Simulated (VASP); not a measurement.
# Cr in VASP: further runs

Runs on Cr. Level: PBEsol. Tasks: single point.

All numbers are computed with VASP 6.6.1; they aren't measurements. Logs are shortened: lines on timing, memory, paths and dates and some standing lists are left out, and cuts for length are marked.

## 1. The cell of the first run

The cell holds a wire with vacuum, 2 atoms: a = 9.000 Å, b = 9.300 Å, c = 4.337 Å, α = 90.00°, β = 90.00°, γ = 90.00°.

## 2. Single point, PBEsol, collinear spin, ferromagnetic start

File INCAR:

```
SYSTEM = Cr
PREC     = Accurate       ! precision mode
ENCUT    = 520            ! plane-wave cutoff, eV
EDIFF    = 1E-6           ! SCF threshold, eV
ISMEAR   = 0              ! smearing method
SIGMA    = 0.05           ! smearing width, eV
LREAL    = .FALSE.        ! projectors in reciprocal space
LASPH    = .TRUE.         ! aspherical terms in the spheres
NELM     = 150            ! most SCF steps
ALGO     = Normal         ! electronic algorithm
ISIF     = 2              ! what is computed and relaxed
LWAVE    = .FALSE.        ! write WAVECAR
LCHARG   = .TRUE.         ! write CHGCAR
ISPIN    = 2              ! spin polarisation
MAGMOM   = 1.5 1.5        ! initial moments
LORBIT   = 11             ! projections on sites
LMAXMIX  = 4              ! l up to which the mixer works
GGA      = PS             ! functional
LELF     = .TRUE.         ! ELF
LVHAR    = .TRUE.       
NBANDS   = 23             ! bands
```

File KPOINTS:

```
Automatic mesh
0
G
  1 1 15
  0 0 0
```

File POSCAR:

```
Cr
1.0
    9.0000000000      0.0000000000      0.0000000000
    0.0000000000      9.3000000000      0.0000000000
    0.0000000000      0.0000000000      4.3371957795
Cr
2
Direct
    0.5000000000      0.5000000000      0.0523302521
    0.5000000000      0.5000000000      0.4126697479
```

Potentials or basis: VASP PAW PBE potentials, release 64 (Cr_pv).

Started as:

```console
> cat potpaw_PBE.64/Cr_pv/POTCAR > POTCAR
> mpirun -np 1 vasp_std > vasp.out
```

OUTCAR:

```text
SYSTEM = Cr
   PREC = Accurate
   ENCUT = 520
   EDIFF = 1E-6
   ISMEAR = 0
   LREAL = .FALSE.
   LASPH = .TRUE.
   NELM = 150
   ISIF = 2
   ISPIN = 2
   LORBIT = 11
   GGA = PS

 ion  position               nearest neighbor table
   1  0.500  0.500  0.052-   2 1.56   2 2.77
   2  0.500  0.500  0.413-   1 1.56   1 2.77

 -----------------------------------------------------------------------------
|                                                                             |
|           W    W    AA    RRRRR   N    N  II  N    N   GGGG   !!!           |
|           W    W   A  A   R    R  NN   N  II  NN   N  G    G  !!!           |
|           W    W  A    A  R    R  N N  N  II  N N  N  G       !!!           |
|           W WW W  AAAAAA  RRRRR   N  N N  II  N  N N  G  GGG   !            |
|           WW  WW  A    A  R   R   N   NN  II  N   NN  G    G                |
|           W    W  A    A  R    R  N    N  II  N    N   GGGG   !!!           |
|                                                                             |
|     The distance between some ions is very small. Please check the          |
|     nearest-neighbor list in the OUTCAR file.                               |
|     I HOPE YOU KNOW WHAT YOU ARE DOING!                                     |
|                                                                             |
 -----------------------------------------------------------------------------

  LATTYP: Found a simple orthorhombic cell.
 ALAT       =     4.3371957795
 B/A-ratio  =     2.0750734939
 C/A-ratio  =     2.1442426104

  Lattice vectors:

 A1 = (   0.0000000000,   0.0000000000,   4.3371957795)
 A2 = (   9.0000000000,   0.0000000000,   0.0000000000)
 A3 = (   0.0000000000,   9.3000000000,   0.0000000000)

Analysis of symmetry for initial positions (statically):
=====================================================================
 Subroutine PRICEL returns:
 Original cell was already a primitive cell.

 Routine SETGRP: Setting up the symmetry group for a
 simple orthorhombic supercell.

 Subroutine GETGRP returns: Found  8 space group operations
 (whereof  4 operations were pure point group operations)
 out of a pool of  8 trial point group operations.

The static configuration has the point symmetry C_2v.
 The point group associated with its full space group is D_2h.

Analysis of symmetry for dynamics (positions and initial velocities):
=====================================================================
 Subroutine PRICEL returns:
 Original cell was already a primitive cell.

 Routine SETGRP: Setting up the symmetry group for a
 simple orthorhombic supercell.

 Subroutine GETGRP returns: Found  8 space group operations
 (whereof  4 operations were pure point group operations)
[... 130 lines left out ...]
   LEPSILON=     F    determine dielectric tensor
   LRPA    =     F    only Hartree local field effects (RPA)
 spin polarized calculation
 Gauss-broadening in eV      SIGMA  =   0.05
  energy-cutoff  :      520.00
  volume of cell :      363.02
 maximum number of plane-waves:      9798
 NGX is ok and might be reduce to    70
   NGX = 33   NGY = 35   NGZ = 17

 number of electron      24.0000004 magnetization       0.0013405

 number of electron      24.0000004 magnetization      -0.0000610

 Free energy of the ion-electron system (eV)
  ---------------------------------------------------
  ext. energy  EPLUGINS =         0.00000000
  ---------------------------------------------------
  free energy    TOTEN  =       -12.78198783 eV

  energy without entropy =      -12.78198783  energy(sigma->0) =      -12.78198783

 E-fermi :  -2.6598     XC(G=0):  -2.4322

 val. band max:       -3.0296053471   @ k =   0.0000   0.0000   0.4667
 cond. band min:      -1.8423175645   @ k =   0.0000   0.0000   0.4667
 fundamental gap:      1.1872877826
 Fermi energy:        -2.6598410458

 spin component 1

 k-point     1 :       0.0000    0.0000    0.0000
  band No.  band energies     occupation
      1     -50.0180      1.00000
      2     -46.4173      1.00000
      3     -46.4173      1.00000
      4     -44.9240      1.00000
      5     -44.9240      1.00000
      6     -42.4338      1.00000
[... 197 lines left out ...]
     22       2.7613      0.00000
     23       2.8168      0.00000
 Fermi energy:        -2.6598410458

 spin component 2

 k-point     1 :       0.0000    0.0000    0.0000
  band No.  band energies     occupation
      1     -50.0180      1.00000
      2     -46.4173      1.00000
      3     -46.4173      1.00000
      4     -44.9240      1.00000
      5     -44.9240      1.00000
      6     -42.4338      1.00000
[... 197 lines left out ...]
     22       2.7975      0.00000
     23       2.8164      0.00000

------------------------ aborting loop because EDIFF is reached ----------------------------------------

  FORCE on cell =-STRESS in cart. coord.  units (eV):
  Direction    XX          YY          ZZ          XY          YZ          ZX
  --------------------------------------------------------------------------------------
  -------------------------------------------------------------------------------------
  Total       -0.0853508     -0.0678757      7.1008509      0.0000000      0.0000000      0.0000000
  in kB       -0.3766897     -0.2995644     31.3390980      0.0000000      0.0000000      0.0000000
  external PRESSURE =      10.2209480 kB  Pullay stress =       0.0000000 kB

 VOLUME and BASIS-vectors are now :
 -----------------------------------------------------------------------------
  energy-cutoff  :      520.00
  volume of cell :      363.02
      direct lattice vectors                 reciprocal lattice vectors
     9.000000000  0.000000000  0.000000000     0.111111111  0.000000000  0.000000000
     0.000000000  9.300000000  0.000000000     0.000000000  0.107526882  0.000000000
     0.000000000  0.000000000  4.337195780     0.000000000  0.000000000  0.230563722

 POSITION                                       TOTAL-FORCE (eV/Angst)
 -----------------------------------------------------------------------------------
      4.50000      4.65000      0.22697         0.000000      0.000000     -4.606173
      4.50000      4.65000      1.78983         0.000000      0.000000      4.606173
 -----------------------------------------------------------------------------------
    total drift:                                0.000000      0.000000     -0.000061

  FREE ENERGIE OF THE ION-ELECTRON SYSTEM (eV)
  ---------------------------------------------------
  free  energy   TOTEN  =       -12.7819878259 eV

  energy  without entropy=      -12.7819878259  energy(sigma->0) =      -12.78198783

 total charge

# of ion       s       p       d       tot
------------------------------------------
    1        0.458   6.192   4.956  11.606
    2        0.458   6.192   4.956  11.606
--------------------------------------------------
tot          0.916  12.385   9.911  23.212

 magnetization (x)

# of ion       s       p       d       tot
------------------------------------------
    1       -0.000   0.000   0.000  -0.000
    2       -0.000   0.000   0.000  -0.000
--------------------------------------------------
tot         -0.000   0.000   0.000  -0.000
```

stdout:

```text
POSCAR found type information on POSCAR Cr
 POSCAR found :  1 types and       2 ions
 scaLAPACK will be used
 -----------------------------------------------------------------------------
|                                                                             |
|                                                                             |
[... 17 lines left out ...]
|     I HOPE YOU KNOW WHAT YOU ARE DOING!                                     |
|                                                                             |
 -----------------------------------------------------------------------------

 POSCAR, INCAR and KPOINTS ok, starting setup
 FFT: planning ... GRIDC
 FFT: planning ... GRID_SOFT
 FFT: planning ... GRID
 WAVECAR not read
 entering main loop
```

Wall time 4 min (1 thread of Intel Xeon Platinum 8259CL at 2.50GHz (Skylake/Cascade Lake), shared host); peak memory 0.55 GiB.

What came out:

- Free energy: -12.7820 eV
- Largest force: 4.606 eV/Å
- Band gap on the k mesh: 1.19 eV, direct
- Net moment: 0.00 μB per cell
- Valence electrons inside the program's atomic spheres: Cr 11.61

Forces on the atoms (eV/Å):
```
Cr   0.000  0.000 -4.606
Cr   0.000  0.000  4.606
```

Caveat: the starting moments collapsed, and a magnetic state may lie lower; the PAW data sets were made with another functional, which shifts forces and pressure a little.

## 3. Single point, PBEsol, collinear spin, ferromagnetic start

This run uses another cell than the first one, of 183.59 Å³/atom, 1.011 times its volume.

File INCAR:

```
ALGO     = Normal         # electronic algorithm
EDIFF    = 1E-6           # SCF threshold, eV
ENCUT    = 520            # plane-wave cutoff, eV
GGA      = PS             # functional
ISIF     = 2              # what is computed and relaxed
ISMEAR   = 0              # smearing method
ISPIN    = 2              # spin polarisation
LASPH    = T              # aspherical terms in the spheres
LCHARG   = F              # write CHGCAR
LMAXMIX  = 4              # l up to which the mixer works
LORBIT   = 11             # projections on sites
LREAL    = F              # projectors in reciprocal space
LWAVE    = F              # write WAVECAR
MAGMOM   = 1.5 1.5        # initial moments
NBANDS   = 23             # bands
NELM     = 150            # most SCF steps
PREC     = Accurate       # precision mode
SIGMA    = 0.05           # smearing width, eV
```

File KPOINTS:

```
k-points
0
Gamma
  1 1 15
```

File POSCAR:

```
Cr
1.0
    9.0000000000      0.0000000000      0.0000000000
    0.0000000000      9.3000000000      0.0000000000
    0.0000000000      0.0000000000      4.3868569909
Cr
2
Direct
    0.5000000000      0.5000000000      0.0000000000
    0.5000000000      0.5000000000      0.4650000000
```

Potentials or basis: VASP PAW PBE potentials, release 64 (Cr_pv).

Started as:

```console
> cat potpaw_PBE.64/Cr_pv/POTCAR > POTCAR
> mpirun -np 1 vasp_std > vasp.out
```

It took 5 min on 1 thread of Intel Xeon Platinum 8259CL at 2.50GHz (Skylake/Cascade Lake), shared host; peak memory 0.58 GiB.

It converged, with:

| Item | Value |
| --- | --- |
| Free energy | -11.5081 eV |
| Largest force | 1.787 eV/Å |
| Net moment | 4.61 μB per cell |
| Site moments | Cr +1.99 μB |
| Valence electrons inside the program's atomic spheres | Cr 10.84 |

Forces on the atoms (eV/Å):
```
Cr   0.000  0.000  1.787
Cr   0.000  0.000 -1.787
```

Levels at points of the mesh, in eV from the Fermi level:
Spin up:
| k point | band 11 | band 12 | band 13 | band 14 | band 15 | band 16 | band 17 | band 18 |
| --- | --- | --- | --- | --- | --- | --- | --- | --- |
| (0.00, 0.00, 0.00) | -1.18 | -1.18 | 0.03 | 0.03 | 1.31 | 1.32 | 1.46 | 2.06 |
Spin down:
```tsv
k point	band 8	band 9	band 10	band 11	band 12	band 13
(0.00, 0.00, 0.00)	-1.22	-1.22	-0.70	1.01	1.01	1.97
```

Caveat: the PAW data sets were made with another functional, which shifts forces and pressure a little.
